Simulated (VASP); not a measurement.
**RePd: single point with PBE**

RePd:

```
CELL_PARAMETERS angstrom
3.12744 0.00000 0.00000
-1.56372 2.70844 0.00000
0.00000 0.00000 3.05034
ATOMIC_POSITIONS crystal
Re 0.00000 0.00000 0.00000
Pd 0.66667 0.33333 0.50000
```

- Program: VASP 6.6.1
- Task: single point
- Functional: PBE
- Potentials or basis: VASP PAW PBE potentials, release 64 (Re, Pd)
- Cutoff: 600 eV
- k mesh: 6 × 6 × 6
- Occupations: gaussian, width 0.1 eV
- Spin: no spin polarisation

```json
{
 "Pressure": "110.3 GPa"
}
```

Stress tensor (GPa, compression positive):
```
 95.35   0.00   0.00
  0.00  95.35   0.00
  0.00   0.00 140.33
```

Levels at points of the mesh, in eV from the Fermi level:
```tsv
k point	band 7	band 8	band 9	band 10	band 11	band 12
(0.00, 0.00, 0.00)	-2.05	-2.05	-0.57	1.69	1.69	8.33
(0.50, 0.00, 0.00)	-1.15	-0.22	0.23	1.58	3.43	3.94
(0.00, 0.00, 0.50)	-1.42	1.96	1.96	2.19	2.42	2.42
(0.50, 0.00, 0.50)	-3.11	-1.05	1.51	1.71	1.88	1.94
```

It took 24 s on 1 thread of Intel Xeon 8259CL, on a shared host, peak memory 0.16 GiB.

Caveat: the k points lie up to 0.39 Å⁻¹ apart; spin-orbit coupling is left out, which moves the levels of the heavy elements.
